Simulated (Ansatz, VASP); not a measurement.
## ScGa2N3: VASP beside Ansatz

```
Sc Ga N
1.0
     4.99499   -2.87884    0.00000
     4.99499    2.87884    0.00000
     0.00000    0.00000    5.27225
Sc Ga N
2 4 6
Direct
  0.17512 0.82488 0.00310
  0.82488 0.17512 0.50310
  0.50370 0.83600 0.49745
  0.49630 0.16400 0.99745
  0.16400 0.49630 0.49745
  0.83600 0.50370 0.99745
  0.52058 0.83119 0.12299
  0.16881 0.47942 0.12299
  0.82045 0.17955 0.10103
  0.47942 0.16881 0.62299
  0.83119 0.52058 0.62299
  0.17955 0.82045 0.60103
```

Alike in both runs: functional PBE; k mesh 3 × 3 × 2; occupations gaussian, width 0.15 eV; no spin polarisation.

Ansatz relaxed the structure, and its values are those at the end. VASP's run is a single point on that final structure, the one shown.

|  | VASP | Ansatz |
| --- | --- | --- |
| version | VASP 6.6.1 | Ansatz 0.2.0 |
| potentials or method | VASP PAW PBE potentials, release 64 (Sc_sv, Ga_d, N), cutoff 520 eV | scalar-relativistic, plane waves, PAW |
| valence electrons in the cell | 104 | 104 |

```tsv
	VASP	Ansatz	Ansatz less VASP
gap on the k mesh at the Fermi level (eV)	2.95	2.95	-0.004
least direct gap on the mesh (eV)	2.98	2.98	-0.005
pressure (GPa)	0.4	0.0	-0.37
rms of the force components (eV/Å)	0.023	0.016	-0.0071
```

The k mesh is coarse, so the values compare programs but aren't converged.
